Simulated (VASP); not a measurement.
The system is Ge4IrW.

```
CELL_PARAMETERS angstrom
3.50079 0.00000 0.00000
-1.75039 3.03177 0.00000
0.00000 0.00000 9.01869
ATOMIC_POSITIONS crystal
Ge 0.00000 0.00000 0.70717
Ge 0.66667 0.33333 0.79860
Ge 0.66667 0.33333 0.20140
Ge 0.00000 0.00000 0.29283
Ir 0.00000 0.00000 0.00000
W 0.66667 0.33333 0.50000
```

The cell was generated, and may not be a known phase.

| Quantity | Value |
| --- | --- |
| Program | VASP 6.6.1 |
| Task | relaxation of cell and atoms |
| Functional | PBE |
| Potentials or basis | VASP PAW PBE potentials, release 64 (Ge_d, Ir, W_sv) |
| Cutoff | 600 eV |
| k mesh | 6 × 6 × 2 |
| Occupations | gaussian, width 0.1 eV |
| Spin | no spin polarisation |

At the start: pressure 25.5 GPa; volume 15.95 Å³/atom.

Task: Where does the relaxation end?

Result: Over 12 steps the energy falls by 925.1 meV/atom and the volume is 18.18 Å³/atom (+14.0 %); space group P-6m2 (No. 187, to 0.1 Å) before and after.

The path:
```csv
step,energy change (eV),largest force (eV/Å),pressure (GPa),volume (Å³)
1,0.0000,5.5091,25.53,95.72
2,-3.1628,1.4665,-16.75,134.81
3,-3.5483,2.2642,-11.00,121.11
4,-5.4622,0.7901,-0.47,108.70
5,-5.4899,0.4522,2.30,106.97
6,-5.4913,0.4981,1.81,107.25
7,-5.5421,0.1151,-0.30,109.37
8,-5.5422,0.0962,-0.45,109.48
9,-5.5488,0.0646,0.28,108.83
10,-5.5494,0.0609,0.45,108.62
11,-5.5506,0.0215,-0.37,109.24
12,-5.5508,0.0005,-0.16,109.08
```

Final structure:
```
Ge Ir W
1.0
     3.90028    0.00000    0.00000
    -1.95014    3.37774    0.00000
     0.00000    0.00000    8.27952
Ge Ir W
4 1 1
Direct
  0.00000 0.00000 0.66442
  0.66667 0.33333 0.84285
  0.66667 0.33333 0.15715
  0.00000 0.00000 0.33558
  0.00000 0.00000 0.00000
  0.66667 0.33333 0.50000
```
